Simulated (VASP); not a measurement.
# Na2ReP2 (I4/mmm) in VASP: further runs, part 2 of 2

VASP 6.6.1.

### Step 3. Single point, PBE

This run uses another cell than the first one, of 15.58 Å³/atom.

Contents of INCAR:

```
PREC = Accurate
ENCUT = 1130
EDIFF = 1E-6
ISMEAR = 0
SIGMA = 0.1
LREAL = False
LASPH = True
NELM = 120
ALGO = Normal
ISIF = 2
LWAVE = False
LCHARG = False
GGA = PE
NBANDS = 30
GGA_COMPAT = False
```

Contents of KPOINTS:

```
Automatic mesh
0
Gamma
  6 6 6
```

Contents of POSCAR:

```
Na2ReP2
1.0
   -1.6735735137      1.6735735137      6.9536783299
    1.6735735137     -1.6735735137      6.9536783299
    1.6735735137      1.6735735137     -6.9536783299
Na Re P
2 1 2
Direct
    0.2500000000      0.7500000000      0.5000000000
    0.7500000000      0.2500000000      0.5000000000
    0.0000000000      0.0000000000      0.0000000000
    0.5890990818      0.5890990818      0.0000000000
    0.4109009182      0.4109009182      0.0000000000
```

Potentials or basis: VASP PAW PBE potentials, release 64 (Na_sv, Re_sv_GW, P).

Started as:

```bash
> cat potpaw_PBE.64/Na_sv/POTCAR potpaw_PBE.64/Re_sv_GW/POTCAR potpaw_PBE.64/P/POTCAR > POTCAR
> mpirun -np 1 vasp_std > vasp.out
```

OUTCAR:

```text
PREC = Accurate
   ENCUT = 1130
   EDIFF = 1E-6
   ISMEAR = 0
   LREAL = False
   LASPH = True
   NELM = 120
   ISIF = 2
   GGA = PE

 ion  position               nearest neighbor table
   1  0.250  0.750  0.500-
   2  0.750  0.250  0.500-
   3  0.000  0.000  0.000-   4 2.67   4 2.67   5 2.67   4 2.67   5 2.67   5 2.67   4 2.67   5 2.67

   4  0.589  0.589  0.000-   5 2.48   3 2.67   3 2.67   3 2.67   3 2.67
   5  0.411  0.411  0.000-   4 2.48   3 2.67   3 2.67   3 2.67   3 2.67

  LATTYP: Found a body centered tetragonal cell.
 ALAT       =     3.3471470274
 C/A-ratio  =     4.1549882769

  Lattice vectors:

 A1 = (  -1.6735735137,   1.6735735137,   6.9536783299)
 A2 = (   1.6735735137,  -1.6735735137,   6.9536783299)
 A3 = (   1.6735735137,   1.6735735137,  -6.9536783299)

Analysis of symmetry for initial positions (statically):
=====================================================================
 Subroutine PRICEL returns:
 Original cell was already a primitive cell.

 Routine SETGRP: Setting up the symmetry group for a
 body centered tetragonal supercell.

 Subroutine GETGRP returns: Found 16 space group operations
 (whereof 16 operations were pure point group operations)
 out of a pool of 16 trial point group operations.

The static configuration has the point symmetry D_4h.

Analysis of symmetry for dynamics (positions and initial velocities):
=====================================================================
 Subroutine PRICEL returns:
 Original cell was already a primitive cell.

 Routine SETGRP: Setting up the symmetry group for a
 body centered tetragonal supercell.

 Subroutine GETGRP returns: Found 16 space group operations
 (whereof 16 operations were pure point group operations)
 out of a pool of 16 trial point group operations.

The dynamic configuration has the point symmetry D_4h.
[... 122 lines left out ...]
   IALGO  =     38    algorithm
   IMIX   =      4    mixing-type and parameters
     AMIX     =   0.40;   BMIX     =  1.00
     AMIX_MAG =   1.60;   BMIX_MAG =  1.00
  volume/ion in A,a.u.               =      15.58       105.15
  Fermi-wavevector in a.u.,A,eV,Ry     =   1.342898  2.537709 24.536395  1.803374
  Thomas-Fermi vector in A             =   2.471015
   LORBIT       =      0    0 simple, 1 ext, 2 COOP (PROOUT), +10 PAW based schemes
   GGA     = PE    functional components
   LHFCALC =     F    Hartree Fock is set to
   AEXX    =    0.0000 exact exchange contribution
   IVDW    =     0    specifies the selected vdW correction
   LEPSILON=     F    determine dielectric tensor
   LRPA    =     F    only Hartree local field effects (RPA)
 non-spin polarized calculation
 Gauss-broadening in eV      SIGMA  =   0.10
  energy-cutoff  :     1130.00
  volume of cell :       77.90
 maximum number of plane-waves:      6741
 NGX is ok and might be reduce to    84
   NGX = 41   NGY = 41   NGZ = 41

 number of electron      43.0000003 magnetization

 Free energy of the ion-electron system (eV)
  ---------------------------------------------------
  ext. energy  EPLUGINS =         0.00000000
  ---------------------------------------------------
  free energy    TOTEN  =       -24.95629304 eV

  energy without entropy =      -24.93983687  energy(sigma->0) =      -24.94806496

 E-fermi :   8.1734     XC(G=0): -10.8583

 val. band max:        8.1629275345   @ k =   0.3333   0.1667   0.1667
 cond. band min:       8.2015070989   @ k =  -0.3333   0.1667   0.0000
 fundamental gap:      0.0385795644
 Fermi energy:         8.1734490350

 k-point     1 :       0.0000    0.0000    0.0000
  band No.  band energies     occupation
      1     -72.5633      2.00000
      2     -46.1679      2.00000
      3     -45.8872      2.00000
      4     -34.4631      2.00000
      5     -34.4631      2.00000
      6     -34.0456      2.00000
[... 781 lines left out ...]
     29      14.5001      0.00000
     30      15.6362      0.00000

 [... further k-points ...]

------------------------ aborting loop because EDIFF is reached ----------------------------------------

  FORCE on cell =-STRESS in cart. coord.  units (eV):
  Direction    XX          YY          ZZ          XY          YZ          ZX
  --------------------------------------------------------------------------------------
  -------------------------------------------------------------------------------------
  Total       -0.1297251     -0.1297251     -0.0937509      0.0000000      0.0000000      0.0000000
  in kB       -2.6679051     -2.6679051     -1.9280655      0.0000000      0.0000000      0.0000000
  external PRESSURE =      -2.4212919 kB  Pullay stress =       0.0000000 kB

 VOLUME and BASIS-vectors are now :
 -----------------------------------------------------------------------------
  energy-cutoff  :     1130.00
  volume of cell :       77.90
      direct lattice vectors                 reciprocal lattice vectors
    -1.673573514  1.673573514  6.953678330     0.000000000  0.298761898  0.071904390
     1.673573514 -1.673573514  6.953678330     0.298761898  0.000000000  0.071904390
     1.673573514  1.673573514 -6.953678330     0.298761898  0.298761898  0.000000000

 POSITION                                       TOTAL-FORCE (eV/Angst)
 -----------------------------------------------------------------------------------
      1.67357      0.00000      3.47684         0.000000      0.000000     -0.000000
      0.00000      1.67357      3.47684         0.000000      0.000000     -0.000000
      0.00000      0.00000      0.00000         0.000000      0.000000     -0.000000
      0.00000      0.00000      8.19281        -0.000000     -0.000000     -0.035690
      0.00000      0.00000      5.71455         0.000000      0.000000      0.035690
 -----------------------------------------------------------------------------------
    total drift:                                0.000000     -0.000000      0.000000

  FREE ENERGIE OF THE ION-ELECTRON SYSTEM (eV)
  ---------------------------------------------------
  free  energy   TOTEN  =       -24.9562930433 eV

  energy  without entropy=      -24.9398368711  energy(sigma->0) =      -24.94806496
```

OSZICAR:

```text
N       E                     dE             d eps       ncg     rms          rms(c)
DAV:   1     0.663025819339E+03    0.66303E+03   -0.36707E+04  1800   0.255E+03
DAV:   2     0.314226126976E+02   -0.63160E+03   -0.60347E+03  1970   0.570E+02
DAV:   3    -0.272820000880E+02   -0.58705E+02   -0.57651E+02  2664   0.165E+02
DAV:   4    -0.301223855756E+02   -0.28404E+01   -0.28252E+01  2744   0.284E+01
DAV:   5    -0.301805775445E+02   -0.58192E-01   -0.58169E-01  2438   0.385E+00    0.522E+01
DAV:   6    -0.286372623009E+02    0.15433E+01   -0.51921E+01  1956   0.207E+01    0.725E+01
DAV:   7    -0.270199093227E+02    0.16174E+01   -0.34042E+00  2062   0.756E+00    0.503E+01
DAV:   8    -0.249542553545E+02    0.20657E+01   -0.85136E+00  1918   0.862E+00    0.253E+01
DAV:   9    -0.250105972639E+02   -0.56342E-01   -0.55292E-01  2272   0.341E+00    0.125E+01
DAV:  10    -0.249665671330E+02    0.44030E-01   -0.13923E-01  2260   0.135E+00    0.118E+01
DAV:  11    -0.249618926211E+02    0.46745E-02   -0.11845E-02  2350   0.550E-01    0.903E+00
DAV:  12    -0.249575309423E+02    0.43617E-02   -0.78732E-03  2046   0.473E-01    0.352E+00
DAV:  13    -0.249566870268E+02    0.84392E-03   -0.18743E-03  2270   0.179E-01    0.188E+00
DAV:  14    -0.249563827529E+02    0.30427E-03   -0.48245E-04  2182   0.951E-02    0.109E+00
DAV:  15    -0.249562915229E+02    0.91230E-04   -0.35501E-04  2192   0.949E-02    0.141E-01
DAV:  16    -0.249562929277E+02   -0.14049E-05   -0.22773E-05  2116   0.238E-02    0.959E-02
DAV:  17    -0.249562930433E+02   -0.11556E-06   -0.10602E-06  1530   0.653E-03
   1 F= -.24956293E+02 E0= -.24948065E+02  d E =-.164562E-01
```

stdout:

```text
POSCAR found type information on POSCAR NaReP
 POSCAR found :  3 types and       5 ions
 scaLAPACK will be used
 LDA part: xc-table for (Slater+PW92), standard interpolation
 POSCAR, INCAR and KPOINTS ok, starting setup
 FFT: planning ... GRIDC
 FFT: planning ... GRID_SOFT
 FFT: planning ... GRID
 WAVECAR not read
 entering main loop
```

Run time: 19 min. Hardware: 1 thread of Intel Xeon Platinum 8488C (Sapphire Rapids), shared host; peak memory 1.2 GiB.

Results:

```
Free energy            : -24.9563 eV
Pressure               : -0.2 GPa
Largest force          : 0.036 eV/Å
Band gap on the k mesh : zero (an odd number of electrons rules out a gap without spin polarisation)
```

Forces on the atoms (eV/Å):
```
Na   0.000  0.000  0.000
Na   0.000  0.000  0.000
Re   0.000  0.000  0.000
P    0.000  0.000 -0.036
P    0.000  0.000  0.036
```

Caveat: spin-orbit coupling is left out, which moves the levels of the heavy elements.

The gap in the log of VASP goes by the Fermi energy; the results here count the filled bands.